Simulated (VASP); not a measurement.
# Cs2AgBiBr6 (Fm-3m) in VASP: notebook

Runs on Cs2AgBiBr6. Level: PBEsol. Tasks: single point.

Program: VASP 6.6.1. These are calculated values, not measurements. Logs are shortened: lines on timing, memory, paths and dates and some standing lists are left out, and cuts for length are marked.

**1. The cell of the first run**

It takes space group Fm-3m (No. 225, cubic). The conventional cell has a = 11.042 Å, b = 11.042 Å, c = 11.042 Å, α = 90.00°, β = 90.00°, γ = 90.00°. Within 5.1 Å of Cs (site symmetry -43m) lie 12 Br at 3.90 Å and 4 Ag at 4.78 Å and 4 Bi at 4.78 Å. Ag (site symmetry m-3m) has 6 Br at 2.75 Å within 3.6 Å. Within 3.6 Å of Bi (site symmetry m-3m) lie 6 Br at 2.77 Å. Br (site symmetry 4mm) has 1 Ag at 2.75 Å and 1 Bi at 2.77 Å within 3.6 Å.

**2. Single point, PBEsol**

INCAR

```
SYSTEM = Cs2AgBiBr6
PREC = Accurate
ENCUT = 520
EDIFF = 1E-6
ISMEAR = 0
SIGMA = 0.01
LREAL = .False.
LASPH = .True.
NELM = 100
ALGO = Normal
ISIF = 2
LWAVE = .False.
LCHARG = .False.
GGA = PS
NBANDS = 54
```

KPOINTS

```
Automatic mesh
0
Gamma
  3 3 3
  0 0 0
```

POSCAR

```
Cs2AgBiBr6
1.0
    0.0000000000      5.5208934719      5.5208934719
    5.5208934719      0.0000000000      5.5208934719
    5.5208934719      5.5208934719      0.0000000000
Cs Ag Bi Br
2 1 1 6
Direct
    0.2500000000      0.2500000000      0.2500000000
    0.7500000000      0.7500000000      0.7500000000
    0.5000000000      0.5000000000      0.5000000000
    0.0000000000      0.0000000000      0.0000000000
    0.2505500000      0.7494500000      0.2505500000
    0.2505500000      0.7494500000      0.7494500000
    0.7494500000      0.2505500000      0.7494500000
    0.7494500000      0.2505500000      0.2505500000
    0.2505500000      0.2505500000      0.7494500000
    0.7494500000      0.7494500000      0.2505500000
```

Potentials or basis: VASP PAW PBE potentials, release 64 (Cs_sv, Ag, Bi_d, Br).

On the command line:

```sh
$ cat potpaw_PBE.64/Cs_sv/POTCAR potpaw_PBE.64/Ag/POTCAR potpaw_PBE.64/Bi_d/POTCAR potpaw_PBE.64/Br/POTCAR > POTCAR
$ mpirun -np 1 vasp_std > vasp.out
```

OUTCAR:

```text
SYSTEM = Cs2AgBiBr6
   PREC = Accurate
   ENCUT = 520
   EDIFF = 1E-6
   ISMEAR = 0
   LREAL = .False.
   LASPH = .True.
   NELM = 100
   ISIF = 2
   GGA = PS

 ion  position               nearest neighbor table
   1  0.250  0.250  0.250-
   2  0.750  0.750  0.750-
   3  0.500  0.500  0.500-   5 2.75   6 2.75   7 2.75   8 2.75   9 2.75  10 2.75
   4  0.000  0.000  0.000-   5 2.77   6 2.77   7 2.77   8 2.77   9 2.77  10 2.77
   5  0.251  0.749  0.251-   3 2.75   4 2.77
   6  0.251  0.749  0.749-   3 2.75   4 2.77
   7  0.749  0.251  0.749-   3 2.75   4 2.77
   8  0.749  0.251  0.251-   3 2.75   4 2.77
   9  0.251  0.251  0.749-   3 2.75   4 2.77
  10  0.749  0.749  0.251-   3 2.75   4 2.77

  LATTYP: Found a face centered cubic cell.
 ALAT       =    11.0417869438

  Lattice vectors:

 A1 = (   0.0000000000,   5.5208934719,   5.5208934719)
 A2 = (   5.5208934719,   0.0000000000,   5.5208934719)
 A3 = (   5.5208934719,   5.5208934719,   0.0000000000)

Analysis of symmetry for initial positions (statically):
=====================================================================
 Subroutine PRICEL returns:
 Original cell was already a primitive cell.

 Routine SETGRP: Setting up the symmetry group for a
 face centered cubic supercell.

 Subroutine GETGRP returns: Found 48 space group operations
 (whereof 48 operations were pure point group operations)
 out of a pool of 48 trial point group operations.

The static configuration has the point symmetry O_h .

Analysis of symmetry for dynamics (positions and initial velocities):
=====================================================================
 Subroutine PRICEL returns:
 Original cell was already a primitive cell.

 Routine SETGRP: Setting up the symmetry group for a
 face centered cubic supercell.

 Subroutine GETGRP returns: Found 48 space group operations
 (whereof 48 operations were pure point group operations)
 out of a pool of 48 trial point group operations.

The dynamic configuration has the point symmetry O_h .

 Subroutine INISYM returns: Found 48 space group operations
 (whereof 48 operations are pure point group operations),
 and found     1 'primitive' translations

----------------------------------------------------------------------------------------

                                     Primitive cell

  volume of cell :     336.5566

  direct lattice vectors                    reciprocal lattice vectors
     0.000000000  5.520893472  5.520893472    -0.090565051  0.090565051  0.090565051
     5.520893472  0.000000000  5.520893472     0.090565051 -0.090565051  0.090565051
     5.520893472  5.520893472  0.000000000     0.090565051  0.090565051 -0.090565051

  length of vectors
     7.807722424  7.807722424  7.807722424     0.156863270  0.156863270  0.156863270

  position of ions in fractional coordinates (direct lattice)
     0.250000000  0.250000000  0.250000000
     0.750000000  0.750000000  0.750000000
     0.500000000  0.500000000  0.500000000
     0.000000000  0.000000000  0.000000000
     0.250550000  0.749450000  0.250550000
     0.250550000  0.749450000  0.749450000
     0.749450000  0.250550000  0.749450000
     0.749450000  0.250550000  0.250550000
     0.250550000  0.250550000  0.749450000
     0.749450000  0.749450000  0.250550000

  ion indices of the primitive-cell ions
   primitive index   ion index
                 1           1
                 2           2
                 3           3
                 4           4
                 5           5
                 6           6
                 7           7
                 8           8
                 9           9
                10          10

----------------------------------------------------------------------------------------

 KPOINTS: Automatic mesh

Automatic generation of k-mesh.
 Grid dimensions read from file:
 generate k-points for:    3    3    3

 Generating k-lattice:

  Cartesian coordinates                     Fractional coordinates (reciprocal lattice)
    -0.030188350  0.030188350  0.030188350     0.333333333  0.000000000  0.000000000
     0.030188350 -0.030188350  0.030188350     0.000000000  0.333333333  0.000000000
     0.030188350  0.030188350 -0.030188350     0.000000000  0.000000000  0.333333333

  Length of vectors
     0.052287757  0.052287757  0.052287757

  Shift w.r.t. Gamma in fractional coordinates (k-lattice)
     0.000000000  0.000000000  0.000000000

 Subroutine IBZKPT returns following result:
 ===========================================

 Found      4 irreducible k-points:

 Following reciprocal coordinates:
            Coordinates               Weight
  0.000000  0.000000  0.000000      1.000000
  0.333333  0.000000  0.000000      8.000000
  0.333333  0.333333  0.000000      6.000000
 -0.333333  0.333333  0.000000     12.000000
   k-points           NKPTS =      4   k-points in BZ     NKDIM =      4   number of bands    NBANDS=     54
   number of dos      NEDOS =    301   number of ions     NIONS =     10
   total plane-waves  NPLWV = 216000
   dimension x,y,z NGX =    60 NGY =   60 NGZ =   60
   dimension x,y,z NGXF=   120 NGYF=  120 NGZF=  120
   ions per type =               2   1   1   6
   NGX,Y,Z   is equivalent  to a cutoff of  12.78, 12.78, 12.78 a.u.
   NGXF,Y,Z  is equivalent  to a cutoff of  25.55, 25.55, 25.55 a.u.
 SYSTEM =  Cs2AgBiBr6
   PREC   = accura    normal or accurate (medium, high low for compatibility)
   ISTART =      0    job   : 0-new  1-cont  2-samecut
   ICHARG =      2    charge: 1-file 2-atom 10-const
   ISPIN  =      1    spin polarized calculation?
   LNONCOLLINEAR =      F non collinear calculations
   LSORBIT =      F    spin-orbit coupling
   LASPH  =      T    aspherical Exc in radial PAW
   ENCUT  =  520.0 eV  38.22 Ry    6.18 a.u.  14.52 14.52 14.52*2*pi/ulx,y,z
   NELM   =    100;   NELMIN=  2; NELMDL= -5     # of ELM steps
   EDIFF  = 0.1E-05   stopping-criterion for ELM
   LREAL  =      F    real-space projection
   EDIFFG = 0.1E-04   stopping-criterion for IOM
   NSW    =      0    number of steps for IOM
   IBRION =     -1    ionic relax: 0-MD 1-quasi-New 2-CG
   NFREE  =      0    steps in history (QN), initial steepest desc. (CG)
   ISIF   =      2    stress and relaxation
   ISYM   =      2    0-nonsym 1-usesym 2-fastsym
   POTIM  = 0.5000    time-step for ionic-motion
   TEBEG  =    0.0;   TEEND  =   0.0 temperature during run
   PSTRESS=    0.0 pullay stress
   NELECT =      86.0000    total number of electrons
   NUPDOWN=      -1.0000    fix difference up-down
   EMIN   =  10.00;   EMAX   =-10.00  energy-range for DOS
   EFERMI =   0.00;   METHOD = LEGACY
   ISMEAR =     0;   SIGMA  =   0.01  broadening in eV -4-tet -1-fermi 0-gaus
   EFERMI_NEDOS =   21; number of points for ismear=-14 and -15
   IALGO  =     38    algorithm
   IMIX   =      4    mixing-type and parameters
     AMIX     =   0.40;   BMIX     =  1.00
     AMIX_MAG =   1.60;   BMIX_MAG =  1.00
  volume/ion in A,a.u.               =      33.66       227.12
  Fermi-wavevector in a.u.,A,eV,Ry     =   1.038855  1.963151 14.683677  1.079220
  Thomas-Fermi vector in A             =   2.173358
   LORBIT       =      0    0 simple, 1 ext, 2 COOP (PROOUT), +10 PAW based schemes
   GGA     = PS    functional components
   LHFCALC =     F    Hartree Fock is set to
   AEXX    =    0.0000 exact exchange contribution
   IVDW    =     0    specifies the selected vdW correction
   LEPSILON=     F    determine dielectric tensor
   LRPA    =     F    only Hartree local field effects (RPA)
 non-spin polarized calculation
 Gauss-broadening in eV      SIGMA  =   0.01
  energy-cutoff  :      520.00
  volume of cell :      336.56
 maximum number of plane-waves:      9185
 NGX is ok and might be reduce to    60
   NGX = 29   NGY = 29   NGZ = 29

 number of electron      85.9999993 magnetization

 Free energy of the ion-electron system (eV)
  ---------------------------------------------------
  ext. energy  EPLUGINS =         0.00000000
  ---------------------------------------------------
  free energy    TOTEN  =       -31.70432138 eV

  energy without entropy =      -31.70432138  energy(sigma->0) =      -31.70432138

 E-fermi :   1.5506     XC(G=0):  -8.5972

 val. band max:        1.4531889832   @ k =  -0.3333   0.3333   0.0000
 cond. band min:       3.2555495972   @ k =   0.3333   0.0000   0.0000
 fundamental gap:      1.8023606140
 Fermi energy:         1.5506296816

 k-point     1 :       0.0000    0.0000    0.0000
  band No.  band energies     occupation
      1     -21.2595      2.00000
      2     -21.2595      2.00000
      3     -21.1974      2.00000
      4     -21.1974      2.00000
      5     -21.1974      2.00000
      6     -19.0342      2.00000
[... 46 lines left out ...]
     53       6.9164      0.00000
     54       6.9850      0.00000

 k-point     2 :       0.3333    0.0000    0.0000
  band No.  band energies     occupation
      1     -21.2595      2.00000
      2     -21.2595      2.00000
      3     -21.1974      2.00000
      4     -21.1974      2.00000
      5     -21.1974      2.00000
      6     -19.0314      2.00000
[... 46 lines left out ...]
     53       7.5039      0.00000
     54       7.6620      0.00000

 k-point     3 :       0.3333    0.3333    0.0000
  band No.  band energies     occupation
      1     -21.2595      2.00000
      2     -21.2595      2.00000
      3     -21.1974      2.00000
      4     -21.1974      2.00000
      5     -21.1974      2.00000
      6     -19.0313      2.00000
[... 46 lines left out ...]
     53       7.6826      0.00000
     54       7.8279      0.00000

 k-point     4 :      -0.3333    0.3333    0.0000
  band No.  band energies     occupation
      1     -21.2595      2.00000
      2     -21.2595      2.00000
      3     -21.1974      2.00000
      4     -21.1974      2.00000
      5     -21.1974      2.00000
      6     -19.0288      2.00000
[... 46 lines left out ...]
     53       7.7217      0.00000
     54       8.1382      0.00000

------------------------ aborting loop because EDIFF is reached ----------------------------------------

  FORCE on cell =-STRESS in cart. coord.  units (eV):
  Direction    XX          YY          ZZ          XY          YZ          ZX
  --------------------------------------------------------------------------------------
  -------------------------------------------------------------------------------------
  Total        3.3568879      3.3568879      3.3568879     -0.0000000      0.0000000     -0.0000000
  in kB       15.9804619     15.9804619     15.9804619     -0.0000000      0.0000000     -0.0000000
  external PRESSURE =      15.9804619 kB  Pullay stress =       0.0000000 kB

 VOLUME and BASIS-vectors are now :
 -----------------------------------------------------------------------------
  energy-cutoff  :      520.00
  volume of cell :      336.56
      direct lattice vectors                 reciprocal lattice vectors
     0.000000000  5.520893472  5.520893472    -0.090565051  0.090565051  0.090565051
     5.520893472  0.000000000  5.520893472     0.090565051 -0.090565051  0.090565051
     5.520893472  5.520893472  0.000000000     0.090565051  0.090565051 -0.090565051

 POSITION                                       TOTAL-FORCE (eV/Angst)
 -----------------------------------------------------------------------------------
      2.76045      2.76045      2.76045         0.000000      0.000000      0.000000
      8.28134      8.28134      8.28134        -0.000000      0.000000     -0.000000
      5.52089      5.52089      5.52089        -0.000000      0.000000     -0.000000
      0.00000      0.00000      0.00000        -0.000000      0.000000      0.000000
      5.52089      2.76652      5.52089        -0.000000      0.502688      0.000000
      8.27527      5.52089      5.52089        -0.502688      0.000000      0.000000
      5.52089      8.27527      5.52089        -0.000000     -0.502688      0.000000
      2.76652      5.52089      5.52089         0.502688      0.000000      0.000000
      5.52089      5.52089      2.76652        -0.000000      0.000000      0.502688
      5.52089      5.52089      8.27527        -0.000000      0.000000     -0.502688
 -----------------------------------------------------------------------------------
    total drift:                                0.000000      0.000000     -0.000000

  FREE ENERGIE OF THE ION-ELECTRON SYSTEM (eV)
  ---------------------------------------------------
  free  energy   TOTEN  =       -31.7043213785 eV

  energy  without entropy=      -31.7043213785  energy(sigma->0) =      -31.70432138
```

Wall time 2.6 min (1 thread of Intel Xeon 8259CL, shared host); peak memory 0.55 GiB.

What came out:

```yaml
Free_energy: -31.7043 eV
Pressure: 1.6 GPa
Largest_force: 0.503 eV/Å
Band_gap_on_the_k_mesh: 1.80 eV (least direct gap 2.50 eV)
```

Forces on the atoms (eV/Å):
```
Cs   0.000  0.000  0.000
Cs   0.000  0.000  0.000
Ag   0.000  0.000  0.000
Bi   0.000  0.000  0.000
Br   0.000  0.503  0.000
Br  -0.503  0.000  0.000
Br   0.000 -0.503  0.000
Br   0.503  0.000  0.000
Br   0.000  0.000  0.503
Br   0.000  0.000 -0.503
```

Levels at points of the mesh, in eV from the valence-band top:
```csv
k point,band 39,band 40,band 41,band 42,band 43,band 44,band 45,band 46,band 47,band 48
"(0.00, 0.00, 0.00)",-1.01,-1.01,-1.01,-0.37,-0.37,2.58,2.58,2.58,3.77,4.54
```

Caveat: the PAW data sets were made with another functional, which shifts forces and pressure a little; spin-orbit coupling is left out, which moves the levels of the heavy elements; an odd mesh through Γ misses points on the zone boundary, where band edges can lie. Expect the measured gap to be larger: semilocal functionals such as PBEsol lack the derivative discontinuity.

**3. Single point, PBEsol**

This run uses another cell than the first one, of 34.72 Å³/atom.

INCAR

```
ALGO     = Normal         # electronic algorithm
EDIFF    = 1E-6           # SCF threshold, eV
ENCUT    = 520            # plane-wave cutoff, eV
GGA      = PS             # functional
ISIF     = 2              # what is computed and relaxed
ISMEAR   = 0              # smearing method
LASPH    = True           # aspherical terms in the spheres
LCHARG   = False          # write CHGCAR
LREAL    = False          # projectors in reciprocal space
LWAVE    = False          # write WAVECAR
NBANDS   = 54             # bands
NELM     = 60             # most SCF steps
PREC     = Accurate       # precision mode
SIGMA    = 0.01           # smearing width, eV
```

KPOINTS

```
k-points
0
Gamma
  3 3 3
```

POSCAR: that of step 2 with these lines changed.

```diff
@@ -2,5 +2,5 @@
 1.0
-    0.0000000000      5.5208934719      5.5208934719
-    5.5208934719      0.0000000000      5.5208934719
-    5.5208934719      5.5208934719      0.0000000000
+    0.0000000000      5.5784069180      5.5784069180
+    5.5784069180      0.0000000000      5.5784069180
+    5.5784069180      5.5784069180      0.0000000000
 Cs Ag Bi Br
```

Potentials or basis: VASP PAW PBE potentials, release 64 (Cs_sv, Ag, Bi_d, Br).

On the command line:

```sh
$ cat potpaw_PBE.64/Cs_sv/POTCAR potpaw_PBE.64/Ag/POTCAR potpaw_PBE.64/Bi_d/POTCAR potpaw_PBE.64/Br/POTCAR > POTCAR
$ mpirun -np 1 vasp_std > vasp.out
```

Wall time 2.7 min (1 thread of Intel Xeon 8259CL, shared host); peak memory 0.54 GiB.

It converged, with:

| Quantity | Value |
| --- | --- |
| Free energy | -31.7767 eV |
| Pressure | 0.6 GPa |
| Largest force | 0.380 eV/Å |
| Band gap on the k mesh | 1.82 eV (least direct gap 2.48 eV) |

Forces on the atoms (eV/Å):
```
Cs   0.000  0.000  0.000
Cs   0.000  0.000  0.000
Ag   0.000  0.000  0.000
Bi   0.000  0.000  0.000
Br   0.000  0.380  0.000
Br  -0.380  0.000  0.000
Br   0.000 -0.380  0.000
Br   0.380  0.000  0.000
Br   0.000  0.000  0.380
Br   0.000  0.000 -0.380
```

Levels at points of the mesh, in eV from the valence-band top:
```
           k point  band 41  band 42  band 43  band 44  band 45  band 46
(0.00, 0.00, 0.00)    -0.90    -0.33    -0.33     2.60     2.60     2.60
```

Caveat: the PAW data sets were made with another functional, which shifts forces and pressure a little; spin-orbit coupling is left out, which moves the levels of the heavy elements; an odd mesh through Γ misses points on the zone boundary, where band edges can lie.

[end of part 1 of 2]
